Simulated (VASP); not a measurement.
A run of VASP 6.6.1:

Contents of INCAR:

```
ALGO = Normal
EDIFF = 1E-6
ENCUT = 520
GGA = PS
ISIF = 2
ISMEAR = 0
ISPIN = 2
LASPH = True
LCHARG = False
LORBIT = 11
LREAL = Auto
LUSENCCL = False
LWAVE = False
MAGMOM = 0 0 0 0 0 0 0 0 0 0 0 0 0 0 0 0 0 0 0 0 0 0 0 0 0 0 0 0 0 0 0 0 0 0 0 0 0 0 0 0 0 0 0 0 0 0.3 0 0 0 0 0 0 0
NBANDS = 116
NELM = 150
PREC = Accurate
SIGMA = 0.02
```

The input KPOINTS:

```
k-points
0
Gamma
  2 2 1
```

POSCAR

```
H17C36
1.0
    7.5731140000      0.0000000000      0.0000000000
    3.7865570000      6.5585090000      0.0000000000
    0.0000000000      0.0000000000     17.7764260000
H C
17 36
Direct
    0.1111111721      0.1111110772      0.0562542774
    0.4444444614      0.1111110772      0.0562542774
    0.7777777507      0.1111110772      0.0562542774
    0.1111110586      0.4444444614      0.0562542774
    0.4444443479      0.4444444614      0.0562542774
    0.7777777693      0.4444444614      0.0562542774
    0.1111110772      0.7777778455      0.0562542774
    0.4444443665      0.7777778455      0.0562542774
    0.7777777879      0.7777778455      0.0562542774
    0.6668989900      0.0010978105      0.3239982548
   -0.0008333157      0.0012858105      0.3239839099
    0.3343405432      0.3335858806      0.3239890291
    0.6668358826      0.3332998399      0.3236829495
    0.0000943053      0.6664816653      0.3237633932
    0.3342139518      0.6656238483      0.3239859351
    0.6671591906      0.6652054606      0.3240304885
    0.9986027804      0.3338487452      0.3239863851
    0.1111111721      0.1111110772      0.1181339826
    0.4444444614      0.1111110772      0.1181339826
    0.7777777507      0.1111110772      0.1181339826
    0.1111110586      0.4444444614      0.1181339826
    0.4444443479      0.4444444614      0.1181339826
    0.7777777693      0.4444444614      0.1181339826
    0.1111110772      0.7777778455      0.1181339826
    0.4444443665      0.7777778455      0.1181339826
    0.7777777879      0.7777778455      0.1181339826
   -0.1111110772      0.2222221545      0.1471210242
    0.2222222121      0.2222221545      0.1471210242
    0.5555556335      0.2222221545      0.1471210242
   -0.1111110586      0.5555555386      0.1471210242
    0.2222222307      0.5555555386      0.1471210242
    0.5555556521      0.5555555386      0.1471210242
   -0.1111111721      0.8888889228      0.1471210242
    0.2222222493      0.8888889228      0.1471210242
    0.5555555386      0.8888889228      0.1471210242
   -0.1110884846      0.2222564610      0.2339624399
    0.2225492818      0.2216683701      0.2349082431
    0.5555882918      0.2222431958      0.2339706530
   -0.1111030666      0.5555604178      0.2339762785
    0.2222852561      0.5555588930      0.2339779661
    0.5555940939      0.5555523367      0.2339831977
   -0.1111174827      0.8889791872      0.2340158815
    0.2225300748      0.8891891434      0.2348706090
    0.5550214317      0.8891793851      0.2349207878
   -0.0004141456      0.0005171907      0.2614643123
    0.3333522208      0.0000051841      0.2555781460
    0.6666891791      0.0005072799      0.2614845076
   -0.0004490013      0.3334082487      0.2614657750
    0.3338310895      0.3333654036      0.2614675188
    0.6666959888      0.3333440573      0.2610949468
    0.0000503672      0.6666664634      0.2611694837
    0.3338044484      0.6662363351      0.2614688127
    0.6667490993      0.6661716863      0.2614935646
```

Potentials or basis: VASP PAW PBE potentials, release 64 (H, C).

Run with:

```sh
$ cat potpaw_PBE.64/H/POTCAR potpaw_PBE.64/C/POTCAR > POTCAR
$ mpirun -np 1 vasp_std > vasp.out
```

Hardware: 1 × NVIDIA H100 80GB with 1 thread of AMD EPYC 7R13 Processor (Zen 3) (shared host).

Q: How long does it take, and how much memory?

A: It took 4.4 min on 1 × NVIDIA H100 80GB with 1 thread of AMD EPYC 7R13 Processor (Zen 3), on a shared host, peak memory 2.1 GiB. Counts: scf iterations 27, k points 4.
